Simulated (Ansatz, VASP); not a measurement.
**AlNi3 in VASP and in Ansatz**

The input POSCAR:

```
AlNi3
1.0
    0.0000000000      2.8018887551      2.8018887551
    2.8018887551      0.0000000000      2.8018887551
    2.8018887551      2.8018887551      0.0000000000
Al Ni
1 3
Direct
    0.5212751056      0.4787248944      0.4787248944
    0.2685315847      0.2314684153      0.2314684153
   -0.0468434015      0.0468434015      0.0468434015
    0.7685315847      0.7314684153      0.7314684153
```

INCAR.step1

```
PREC = Accurate
ENCUT = 520
ISMEAR = 0
SIGMA = 0.15
LREAL = F
LASPH = T
NELM = 80
NBANDS = 24
GGA = PE
ALGO = Normal
EDIFF = 1E-4
LWAVE = T
LCHARG = F
```

File INCAR.step2:

```
PREC = Accurate
ENCUT = 520
EDIFF = 1E-6
ISMEAR = 0
SIGMA = 0.15
LREAL = F
LASPH = T
NELM = 80
ALGO = Normal
ISIF = 2
LWAVE = F
LCHARG = F
METAGGA = R2SCAN
LMIXTAU = T
NBANDS = 24
ISTART = 1
```

Contents of KPOINTS:

```
regular mesh
0
Gamma
  14 14 14
```

Input for Ansatz:

```yaml
crystal:
  lattice:
    - [0.0, 2.8018887551, 2.8018887551]
    - [2.8018887551, 0.0, 2.8018887551]
    - [2.8018887551, 2.8018887551, 0.0]
  atoms:
    - { symbol: Al, position: [0.5212751056, 0.4787248944, 0.4787248944] }
    - { symbol: Ni, position: [0.2685315847, 0.2314684153, 0.2314684153] }
    - { symbol: Ni, position: [-0.0468434015, 0.0468434015, 0.0468434015] }
    - { symbol: Ni, position: [0.7685315847, 0.7314684153, 0.7314684153] }
basis:
  ecutwfc: 500
kpoints:
  mp_grid: { grid: [14, 14, 14] }
hamiltonian:
  xc: r2scan
scf:
  occupations: { method: gaussian, width: 0.15 }
output:
  forces: true
  stress: true
  eigenvalues: true
```

Change from the starting cell: mode 7 (245.8 1/cm) frozen in, largest displacement +0.263 Å.

Alike in both runs: task single point; functional r2SCAN; k mesh 14 × 14 × 14; occupations gaussian, width 0.15 eV; no spin polarisation.

```csv
,VASP,Ansatz
version,VASP 6.6.1,Ansatz 0.2.0
potentials or method,"VASP PAW PBE potentials, release 64 (Al, Ni), cutoff 520 eV","scalar-relativistic, plane waves, PAW"
valence electrons in the cell,33,57
```

VASP gave:

- gap on the k mesh at the Fermi level (eV): none
- pressure (GPa): 8.6
- traceless stress, the component that is largest in VASP (GPa): -2.29
- rms of the force components (eV/Å): 1.235

Problem. What did Ansatz give for the same quantities?

Solution. gap on the k mesh at the Fermi level (eV): none; pressure (GPa): 8.5; traceless stress, the component that is largest in VASP (GPa): -2.32; rms of the force components (eV/Å): 1.237.

VASP's potentials were made for PBE, not for r2SCAN. Atom by atom the forces differ by 0.002 eV/Å (rms over components). A gap of «none» marks a metal or a gap that the smearing closes. The functional is the same, so the differences come from potentials, cutoffs and numerics. VASP's potentials hold 33 valence electrons a cell and Ansatz's 57, so a difference there can come from the potentials and not from the codes.
